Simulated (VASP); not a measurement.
# Rh (I4/mmm) in VASP: further runs

Runs on Rh. Level: r2SCAN. Tasks: single point.

Everything below comes from runs of VASP 6.6.1. Logs are shortened: lines on timing, memory, paths and dates and some standing lists are left out, and cuts for length are marked.

### 1 The cell of the first run

Symmetry: I4/mmm, No. 139, tetragonal system. The conventional cell has a = 2.689 Å, b = 2.689 Å, c = 3.860 Å, α = 90.00°, β = 90.00°, γ = 90.00°. Rh (site symmetry 4/mmm) has 12 Rh at 2.69 to 2.71 Å within 3.5 Å.

### 2 Single point, r2SCAN (strain +0.000 along x and y, +0.015 along z)

Contents of POSCAR:

```
Rh
1.0
    0.0000000000      1.9015500000      1.9300732500
    1.9015500000      0.0000000000      1.9300732500
    1.9015500000      1.9015500000      0.0000000000
Rh
1
Direct
    0.0000000000      0.0000000000      0.0000000000
```

Contents of INCAR.step1:

```
SYSTEM = Rh
PREC     = Accurate       ! precision mode
ENCUT    = 520            ! plane-wave cutoff, eV
ISMEAR   = 0              ! smearing method
SIGMA    = 0.15           ! smearing width, eV
LREAL    = .FALSE.        ! projectors in reciprocal space
LASPH    = .TRUE.         ! aspherical terms in the spheres
NELM     = 60             ! most SCF steps
NBANDS   = 14             ! bands
GGA      = PE             ! functional
ALGO     = Normal         ! electronic algorithm
EDIFF    = 1E-4           ! SCF threshold, eV
LWAVE    = .TRUE.         ! write WAVECAR
LCHARG   = .FALSE.        ! write CHGCAR
```

Contents of INCAR.step2:

```
SYSTEM = Rh
PREC     = Accurate       ! precision mode
ENCUT    = 520            ! plane-wave cutoff, eV
EDIFF    = 1E-6           ! SCF threshold, eV
ISMEAR   = 0              ! smearing method
SIGMA    = 0.15           ! smearing width, eV
LREAL    = .FALSE.        ! projectors in reciprocal space
LASPH    = .TRUE.         ! aspherical terms in the spheres
NELM     = 60             ! most SCF steps
ALGO     = Normal         ! electronic algorithm
ISIF     = 2              ! what is computed and relaxed
LWAVE    = .FALSE.        ! write WAVECAR
LCHARG   = .TRUE.         ! write CHGCAR
METAGGA  = R2SCAN         ! meta-GGA
LMIXTAU  = .TRUE.       
LELF     = .TRUE.         ! ELF
LVHAR    = .TRUE.       
NBANDS   = 14             ! bands
ISTART   = 1
```

Contents of KPOINTS:

```
Automatic mesh
0
G
  22 22 22
  0 0 0
```

Potentials or basis: VASP PAW PBE potentials, release 64 (Rh_pv).

Launch:

```sh
> cat potpaw_PBE.64/Rh_pv/POTCAR > POTCAR
> cp INCAR.step1 INCAR
> mpirun -np 1 vasp_std > vasp.out
> cp INCAR.step2 INCAR
> mpirun -np 1 vasp_std > vasp.out
```

OUTCAR:

```text
SYSTEM = Rh
   PREC = Accurate
   ENCUT = 520
   EDIFF = 1E-6
   ISMEAR = 0
   LREAL = .FALSE.
   LASPH = .TRUE.
   NELM = 60
   ISIF = 2
   METAGGA = R2SCAN
   ISTART = 1

 ion  position               nearest neighbor table
   1  0.000  0.000  0.000-

  LATTYP: Found a body centered tetragonal cell.
 ALAT       =     2.6891977995
 C/A-ratio  =     1.4354267658

  Lattice vectors:

 A1 = (  -1.9015500000,   0.0000000000,   1.9300732500)
 A2 = (   1.9015500000,   0.0000000000,   1.9300732500)
 A3 = (   0.0000000000,   1.9015500000,  -1.9300732500)

Analysis of symmetry for initial positions (statically):
=====================================================================
 Subroutine PRICEL returns:
 Original cell was already a primitive cell.

 Routine SETGRP: Setting up the symmetry group for a
 body centered tetragonal supercell.

 Subroutine GETGRP returns: Found 16 space group operations
 (whereof 16 operations were pure point group operations)
 out of a pool of 16 trial point group operations.

The static configuration has the point symmetry D_4h.

Analysis of symmetry for dynamics (positions and initial velocities):
=====================================================================
 Subroutine PRICEL returns:
 Original cell was already a primitive cell.

 Routine SETGRP: Setting up the symmetry group for a
 body centered tetragonal supercell.

 Subroutine GETGRP returns: Found 16 space group operations
 (whereof 16 operations were pure point group operations)
 out of a pool of 16 trial point group operations.

The dynamic configuration has the point symmetry D_4h.

 Subroutine INISYM returns: Found 16 space group operations
 (whereof 16 operations are pure point group operations),
 and found     1 'primitive' translations

----------------------------------------------------------------------------------------

                                     Primitive cell

  volume of cell :      13.9579

  direct lattice vectors                    reciprocal lattice vectors
     0.000000000  1.901550000  1.930073250    -0.262943388  0.262943388  0.259057525
     1.901550000  0.000000000  1.930073250     0.262943388 -0.262943388  0.259057525
     1.901550000  1.901550000  0.000000000     0.262943388  0.262943388 -0.259057525

  length of vectors
     2.709441853  2.709441853  2.689197800     0.453198910  0.453198910  0.453198910

  position of ions in fractional coordinates (direct lattice)
     0.000000000  0.000000000  0.000000000

  ion indices of the primitive-cell ions
   primitive index   ion index
                 1           1

----------------------------------------------------------------------------------------

 KPOINTS: Automatic mesh

Automatic generation of k-mesh.
 Grid dimensions read from file:
 generate k-points for:   22   22   22

 Generating k-lattice:

  Cartesian coordinates                     Fractional coordinates (reciprocal lattice)
    -0.011951972  0.011951972  0.011775342     0.045454545 -0.000000000  0.000000000
     0.011951972 -0.011951972  0.011775342    -0.000000000  0.045454545  0.000000000
     0.011951972  0.011951972 -0.011775342     0.000000000  0.000000000  0.045454545

  Length of vectors
     0.020599950  0.020599950  0.020599950

  Shift w.r.t. Gamma in fractional coordinates (k-lattice)
     0.000000000  0.000000000  0.000000000

 Subroutine IBZKPT returns following result:
 ===========================================

 Found    834 irreducible k-points:

 Following reciprocal coordinates:
            Coordinates               Weight
  0.000000  0.000000  0.000000      1.000000
  0.045455  0.000000  0.000000      8.000000
  0.090909  0.000000  0.000000      8.000000
  0.136364  0.000000  0.000000      8.000000
  0.181818  0.000000  0.000000      8.000000
  0.227273  0.000000  0.000000      8.000000
[... 16 lines left out ...]
  0.500000  0.045455  0.000000      8.000000
 -0.454545  0.045455  0.000000      8.000000
 [... further k-points ...]
   k-points           NKPTS =    834   k-points in BZ     NKDIM =    834   number of bands    NBANDS=     14
   number of dos      NEDOS =    301   number of ions     NIONS =      1
   total plane-waves  NPLWV =   8000
   dimension x,y,z NGX =    20 NGY =   20 NGZ =   20
   dimension x,y,z NGXF=    40 NGYF=   40 NGZF=   40
   ions per type =               1
   NGX,Y,Z   is equivalent  to a cutoff of  12.27, 12.27, 12.36 a.u.
   NGXF,Y,Z  is equivalent  to a cutoff of  24.54, 24.54, 24.73 a.u.
 SYSTEM =  Rh
   PREC   = accura    normal or accurate (medium, high low for compatibility)
   ISTART =      1    job   : 0-new  1-cont  2-samecut
   ICHARG =      0    charge: 1-file 2-atom 10-const
   ISPIN  =      1    spin polarized calculation?
   LNONCOLLINEAR =      F non collinear calculations
   LSORBIT =      F    spin-orbit coupling
   LASPH  =      T    aspherical Exc in radial PAW
   ENCUT  =  520.0 eV  38.22 Ry    6.18 a.u.   5.04  5.04  5.00*2*pi/ulx,y,z
   NELM   =     60;   NELMIN=  2; NELMDL=  0     # of ELM steps
   EDIFF  = 0.1E-05   stopping-criterion for ELM
   LREAL  =      F    real-space projection
   EDIFFG = 0.1E-04   stopping-criterion for IOM
   NSW    =      0    number of steps for IOM
   IBRION =     -1    ionic relax: 0-MD 1-quasi-New 2-CG
   NFREE  =      0    steps in history (QN), initial steepest desc. (CG)
   ISIF   =      2    stress and relaxation
   ISYM   =      2    0-nonsym 1-usesym 2-fastsym
   POTIM  = 0.5000    time-step for ionic-motion
   TEBEG  =    0.0;   TEEND  =   0.0 temperature during run
   PSTRESS=    0.0 pullay stress
   NELECT =      15.0000    total number of electrons
   NUPDOWN=      -1.0000    fix difference up-down
   EMIN   =  10.00;   EMAX   =-10.00  energy-range for DOS
   EFERMI =   0.00;   METHOD = LEGACY
   ISMEAR =     0;   SIGMA  =   0.15  broadening in eV -4-tet -1-fermi 0-gaus
   EFERMI_NEDOS =   21; number of points for ismear=-14 and -15
   IALGO  =     38    algorithm
   IMIX   =      4    mixing-type and parameters
     AMIX     =   0.40;   BMIX     =  1.00
     AMIX_MAG =   1.60;   BMIX_MAG =  1.00
  volume/ion in A,a.u.               =      13.96        94.19
  Fermi-wavevector in a.u.,A,eV,Ry     =   1.676868  3.168821 38.258026  2.811886
  Thomas-Fermi vector in A             =   2.761235
   LORBIT       =      0    0 simple, 1 ext, 2 COOP (PROOUT), +10 PAW based schemes
   METAGGA = R2SCAN    functional components
   LHFCALC =     F    Hartree Fock is set to
   AEXX    =    0.0000 exact exchange contribution
   IVDW    =     0    specifies the selected vdW correction
   LEPSILON=     F    determine dielectric tensor
   LRPA    =     F    only Hartree local field effects (RPA)
 non-spin polarized calculation
 Gauss-broadening in eV      SIGMA  =   0.15
  energy-cutoff  :      520.00
  volume of cell :       13.96
 maximum number of plane-waves:       388
   NGX =  9   NGY =  9   NGZ =  9

 number of electron      15.0000004 magnetization

 Free energy of the ion-electron system (eV)
  ---------------------------------------------------
  ext. energy  EPLUGINS =         0.00000000
  ---------------------------------------------------
  free energy    TOTEN  =       -24.14128244 eV

  energy without entropy =      -24.12640916  energy(sigma->0) =      -24.13384580

 E-fermi :  11.4513     XC(G=0): -15.0925

 val. band max:       11.4510351626   @ k =  -0.2273   0.3636   0.1364
 cond. band min:      11.4540438046   @ k =   0.5000   0.3636   0.1364
 fundamental gap:      0.0030086420
 Fermi energy:        11.4513363327

 k-point     1 :       0.0000    0.0000    0.0000
  band No.  band energies     occupation
      1     -36.3080      2.00000
      2     -36.2993      2.00000
      3     -36.2993      2.00000
      4       3.3926      2.00000
      5       8.2519      2.00000
      6       8.4167      2.00000
      7       8.4167      2.00000
      8      10.3096      2.00000
      9      10.5062      2.00000
     10      28.1874      0.00000
     11      28.8648      0.00000
     12      33.5395      0.00000
     13      34.0021      0.00000
     14      34.0021      0.00000

 k-point     2 :       0.0455    0.0000    0.0000
  band No.  band energies     occupation
      1     -36.3192      2.00000
      2     -36.3061      2.00000
      3     -36.3013      2.00000
      4       3.4790      2.00000
      5       8.2560      2.00000
      6       8.4079      2.00000
      7       8.4504      2.00000
      8      10.2927      2.00000
      9      10.4857      2.00000
     10      28.3098      0.00000
     11      28.8647      0.00000
     12      33.2767      0.00000
     13      33.8862      0.00000
     14      34.1249      0.00000

 k-point     3 :       0.0909    0.0000    0.0000
  band No.  band energies     occupation
      1     -36.3637      2.00000
      2     -36.3139      2.00000
      3     -36.3069      2.00000
      4       3.7308      2.00000
      5       8.2006      2.00000
      6       8.4527      2.00000
      7       8.5432      2.00000
      8      10.2530      2.00000
      9      10.4344      2.00000
     10      28.6491      0.00000
     11      28.8642      0.00000
     12      32.2027      0.00000
     13      34.1829      0.00000
     14      34.4846      0.00000
[... 324 lines left out ...]
 k-point    23 :       0.5000    0.0455    0.0000
  band No.  band energies     occupation
      1     -37.0424      2.00000
      2     -36.4259      2.00000
      3     -36.3981      2.00000
      4       5.3161      2.00000
      5       8.1131      2.00000
      6       8.3930      2.00000
      7      11.3083      1.82245
      8      11.9950      0.00000
      9      13.1294      0.00000
     10      20.4225      0.00000
     11      27.8350      0.00000
     12      28.8640      0.00000
     13      33.2781      0.00000
     14      33.6047      0.00000

 k-point    24 :      -0.4545    0.0455    0.0000
  band No.  band energies     occupation
      1     -37.0382      2.00000
      2     -36.4278      2.00000
      3     -36.3947      2.00000
      4       5.3234      2.00000
      5       8.1318      2.00000
      6       8.3910      2.00000
      7      11.2862      1.88041
      8      11.9017      0.00002
      9      13.0872      0.00000
     10      20.5613      0.00000
     11      27.8618      0.00000
     12      28.8642      0.00000
     13      33.1392      0.00000
     14      33.8767      0.00000

 [... further k-points ...]

------------------------ aborting loop because EDIFF is reached ----------------------------------------

  FORCE on cell =-STRESS in cart. coord.  units (eV):
  Direction    XX          YY          ZZ          XY          YZ          ZX
  --------------------------------------------------------------------------------------
  -------------------------------------------------------------------------------------
  Total       -0.1994506     -0.1994506     -0.5069668      0.0000000      0.0000000      0.0000000
  in kB      -22.8942666    -22.8942666    -58.1930060      0.0000000      0.0000000      0.0000000
  external PRESSURE =     -34.6605130 kB  Pullay stress =       0.0000000 kB

 VOLUME and BASIS-vectors are now :
 -----------------------------------------------------------------------------
  energy-cutoff  :      520.00
  volume of cell :       13.96
      direct lattice vectors                 reciprocal lattice vectors
     0.000000000  1.901550000  1.930073250    -0.262943388  0.262943388  0.259057525
     1.901550000  0.000000000  1.930073250     0.262943388 -0.262943388  0.259057525
     1.901550000  1.901550000  0.000000000     0.262943388  0.262943388 -0.259057525

 POSITION                                       TOTAL-FORCE (eV/Angst)
 -----------------------------------------------------------------------------------
      0.00000      0.00000      0.00000        -0.000000      0.000000      0.000000
 -----------------------------------------------------------------------------------
    total drift:                                0.000000      0.000000      0.000000

  FREE ENERGIE OF THE ION-ELECTRON SYSTEM (eV)
  ---------------------------------------------------
  free  energy   TOTEN  =       -24.1412824403 eV

  energy  without entropy=      -24.1264091648  energy(sigma->0) =      -24.13384580
```

It took 10 min on 1 thread of Intel Xeon 8259CL, shared host; peak memory 0.26 GiB.

What came out:

| Property | Result |
| --- | --- |
| Free energy | -24.1413 eV |
| Pressure | -3.5 GPa |
| Band gap on the k mesh | zero (an odd number of electrons rules out a gap without spin polarisation) |

Caveat: the cell differs from its parent crystal (strain +0.000 along x and y, +0.015 along z); the cell stands under tension; an empty level that is flat over the whole mesh can mark a ghost state of the potentials, or a narrow d or f band; the PAW data sets were made with another functional, which shifts forces and pressure a little.

### 3 Single point, r2SCAN (strain +0.015 along x and y, -0.015 along z)

Contents of POSCAR:

```
Rh
1.0
    0.0000000000      1.9300732500      1.8730267500
    1.9300732500      0.0000000000      1.8730267500
    1.9300732500      1.9300732500      0.0000000000
Rh
1
Direct
    0.0000000000      0.0000000000      0.0000000000
```

Contents of INCAR.step1:

```
  PREC = Accurate
  ENCUT = 520
  ISMEAR = 0
  SIGMA = 0.15
  LREAL = False
  LASPH = True
  NELM = 80
  NBANDS = 14
  GGA = PE
  ALGO = Normal
  EDIFF = 1E-4
  LWAVE = True
  LCHARG = False
```

Contents of INCAR.step2:

```
  PREC = Accurate
  ENCUT = 520
  EDIFF = 1E-6
  ISMEAR = 0
  SIGMA = 0.15
  LREAL = False
  LASPH = True
  NELM = 80
  ALGO = Normal
  ISIF = 2
  LWAVE = False
  LCHARG = False
  METAGGA = R2SCAN
  LMIXTAU = True
  NBANDS = 14
  ISTART = 1
```

Contents of KPOINTS:

```
regular mesh
0
Gamma
  22 22 22
```

Potentials or basis: VASP PAW PBE potentials, release 64 (Rh_pv).

Launch:

```sh
> cat potpaw_PBE.64/Rh_pv/POTCAR > POTCAR
> cp INCAR.step1 INCAR
> mpirun -np 1 vasp_std > vasp.out
> cp INCAR.step2 INCAR
> mpirun -np 1 vasp_std > vasp.out
```

It took 9.1 min on 1 thread of Intel Xeon 8259CL, shared host; peak memory 0.26 GiB.

The run converged. Its results:

```yaml
Free_energy: -24.1369 eV
Pressure: -3.3 GPa
Band_gap_on_the_k_mesh: zero (an odd number of electrons rules out a gap without spin polarisation)
```

Stress tensor (GPa, compression positive):
```
-5.61  0.00  0.00
 0.00 -5.61  0.00
 0.00  0.00  1.25
```

Levels at points of the mesh, in eV from the Fermi level:
```
           k point  band 5  band 6  band 7  band 8  band 9  band 10
(0.00, 0.00, 0.00)   -3.19   -3.19   -2.87   -1.24   -0.86    16.75
(0.50, 0.00, 0.00)   -3.37   -3.03    0.49    0.67    0.93     8.94
(0.50, 0.50, 0.00)   -6.05    0.49    1.05    1.05    3.92    13.27
(0.50, 0.00, 0.50)   -6.01    0.50    0.88    1.15    3.25    12.40
```

Caveat: the cell differs from its parent crystal (strain +0.015 along x and y, -0.015 along z); the cell stands under tension; an empty level that is flat over the whole mesh can mark a ghost state of the potentials, or a narrow d or f band; the PAW data sets were made with another functional, which shifts forces and pressure a little.

### 4 Single point, r2SCAN (strain +0.000 along x and y, +0.030 along z)

Contents of POSCAR:

```
Rh
1.0
    0.0000000000      1.9015500000      1.9585965000
    1.9015500000      0.0000000000      1.9585965000
    1.9015500000      1.9015500000      0.0000000000
Rh
1
Direct
    0.0000000000      0.0000000000      0.0000000000
```

Contents of INCAR.step1:

```
PREC     = Accurate       # precision mode
ENCUT    = 520            # plane-wave cutoff, eV
ISMEAR   = 0              # smearing method
SIGMA    = 0.15           # smearing width, eV
LREAL    = False          # projectors in reciprocal space
LASPH    = True           # aspherical terms in the spheres
NELM     = 60             # most SCF steps
NBANDS   = 14             # bands
GGA      = PE             # functional
ALGO     = Normal         # electronic algorithm
EDIFF    = 1E-4           # SCF threshold, eV
LWAVE    = True           # write WAVECAR
LCHARG   = False          # write CHGCAR
```

Contents of INCAR.step2:

```
PREC     = Accurate       # precision mode
ENCUT    = 520            # plane-wave cutoff, eV
EDIFF    = 1E-6           # SCF threshold, eV
ISMEAR   = 0              # smearing method
SIGMA    = 0.15           # smearing width, eV
LREAL    = False          # projectors in reciprocal space
LASPH    = True           # aspherical terms in the spheres
NELM     = 60             # most SCF steps
ALGO     = Normal         # electronic algorithm
ISIF     = 2              # what is computed and relaxed
LWAVE    = False          # write WAVECAR
LCHARG   = False          # write CHGCAR
METAGGA  = R2SCAN         # meta-GGA
LMIXTAU  = True         
NBANDS   = 14             # bands
ISTART   = 1
```

KPOINTS is that of step 3.

Launch:

```sh
> cat potpaw_PBE.64/Rh_pv/POTCAR > POTCAR
> cp INCAR.step1 INCAR
> mpirun -np 1 vasp_std > vasp.out
> cp INCAR.step2 INCAR
> mpirun -np 1 vasp_std > vasp.out
```

Run time: 8.1 min. Hardware: 1 thread of Intel Xeon 8259CL, shared host; peak memory 0.26 GiB.

It converged, with:

| Property | Result |
| --- | --- |
| Free energy | -24.1301 eV |
| Pressure | -6.9 GPa |
| Band gap on the k mesh | zero (an odd number of electrons rules out a gap without spin polarisation) |

Stress tensor (GPa, compression positive):
```
 -4.67   0.00   0.00
  0.00  -4.67   0.00
  0.00   0.00 -11.44
```

Levels at points of the mesh, in eV from the Fermi level:
| k point | band 3 | band 4 | band 5 | band 6 | band 7 | band 8 | band 9 | band 10 | band 11 | band 12 |
| --- | --- | --- | --- | --- | --- | --- | --- | --- | --- | --- |
| (0.00, 0.00, 0.00) | -47.72 | -7.95 | -3.23 | -2.91 | -2.91 | -1.22 | -0.83 | 16.76 | 17.44 | 21.73 |
| (0.50, 0.00, 0.00) | -47.80 | -6.07 | -3.28 | -2.96 | 0.49 | 0.64 | 0.95 | 8.79 | 16.27 | 17.44 |
| (0.50, 0.50, 0.00) | -47.96 | -6.24 | -5.88 | 0.51 | 0.98 | 0.98 | 3.03 | 11.94 | 14.20 | 14.20 |
| (0.50, 0.00, 0.50) | -47.98 | -6.25 | -5.89 | 0.47 | 0.87 | 1.15 | 3.67 | 12.78 | 13.50 | 13.80 |

Caveat: the cell differs from its parent crystal (strain +0.000 along x and y, +0.030 along z); the cell stands under tension; the PAW data sets were made with another functional, which shifts forces and pressure a little.

### 5 Summary

| cell | gap on the mesh (eV) | pressure (GPa) |
| --- | --- | --- |
| a = 2.709, b = 2.709, c = 2.689 Å, angles 60.2, 60.2, 59.5°, 1 atom | none | -3.5 |
| a = 2.690, b = 2.690, c = 2.730 Å, angles 59.5, 59.5, 61.0°, 1 atom | none | -3.3 |
| a = 2.730, b = 2.730, c = 2.689 Å, angles 60.5, 60.5, 59.0°, 1 atom | none | -6.9 |

Alike in all rows: task single point; level r2SCAN; potentials or basis VASP PAW PBE potentials, release 64 (Rh_pv); no spin polarisation; k mesh 22 × 22 × 22; cutoff (eV) 520; smearing gaussian 0.15 eV.

Caveats: the cell stands under tension; the PAW data sets were made with another functional, which shifts forces and pressure a little; an empty level that is flat over the whole mesh can mark a ghost state of the potentials, or a narrow d or f band (at least some runs).

Total energies depend on the potentials used, so only differences within one code and one set of settings carry meaning.
